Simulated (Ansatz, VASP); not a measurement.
# ZrB2: VASP beside Ansatz

```
CELL_PARAMETERS angstrom
3.16721 0.00000 0.00000
-1.58360 2.74288 0.00000
0.00000 0.00000 3.55232
ATOMIC_POSITIONS crystal
Zr 0.00000 0.00000 0.00000
B 0.33333 0.66667 0.50000
B 0.66667 0.33333 0.50000
```

Alike in both runs: task relaxation of cell and atoms; functional r2SCAN; k mesh 15 × 15 × 12; occupations fermi-dirac, width 0.15 eV; no spin polarisation.

|  | VASP | Ansatz |
| --- | --- | --- |
| version | VASP 6.6.1 | Ansatz 0.2.0 |
| potentials or method | VASP PAW PBE potentials, release 64 (Zr_sv, B), cutoff 600 eV | scalar-relativistic, plane waves, PAW |
| valence electrons in the cell | 18 | 18 |

VASP gave:

```
gap on the k mesh at the Fermi level, each at its own relaxed structure (eV) : none
relaxed volume (Å³/atom)                                                     : 10.29
relaxed length of the cell vector where the two differ most in proportion (Å)              : 3.551
```

Estimate Ansatz's values.

gap on the k mesh at the Fermi level, each at its own relaxed structure (eV): none; relaxed volume (Å³/atom): 10.29; relaxed length of the cell vector where the two differ most in proportion (Å): 3.552.

VASP's potentials were made for PBE, not for r2SCAN. A gap of «none» marks a metal or a gap that the smearing closes.
